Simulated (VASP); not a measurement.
## C: single point with PBE

Crystal: C.

```xyz
2
Lattice="0.0000 1.7834 1.7834 1.7834 0.0000 1.7834 1.7834 1.7834 0.0000" Properties=species:S:1:pos:R:3 pbc="T T T"
C     0.0000    0.0000    0.0000
C     0.8917    0.8917    0.8917
```

```yaml
Program: VASP 6.6.1
Task: single point
Functional: PBE
Potentials_or_basis: VASP PAW PBE potentials, release 64 (C)
Cutoff: 600 eV
k_mesh: 12 × 12 × 12
Occupations: methfessel-paxton, width 0.1 eV
Spin: no spin polarisation
Dipole_correction: no
Further_INCAR_settings: ALGO = Normal; EDIFF = 1e-06; NBANDS = 11
```

```json
{
  "Pressure": "1.8 GPa",
  "Band gap on the k mesh": "4.15 eV, indirect (least direct gap 5.59 eV)"
}
```

Levels at points of the mesh, in eV from the valence-band top:
```tsv
k point	band 1	band 2	band 3	band 4	band 5	band 6	band 7	band 8
(0.00, 0.00, 0.00)	-21.48	0.00	0.00	0.00	5.59	5.59	5.59	13.33
(0.50, 0.00, 0.00)	-15.70	-13.37	-2.80	-2.80	8.46	8.46	8.85	15.70
(0.50, 0.50, 0.00)	-12.76	-12.76	-6.30	-6.30	4.76	4.76	16.80	16.80
```

Run time: 4.7 s on 1 thread of Intel Xeon 6975P-C (shared host), peak memory 0.12 GiB.

A k mesh can miss the band edges.
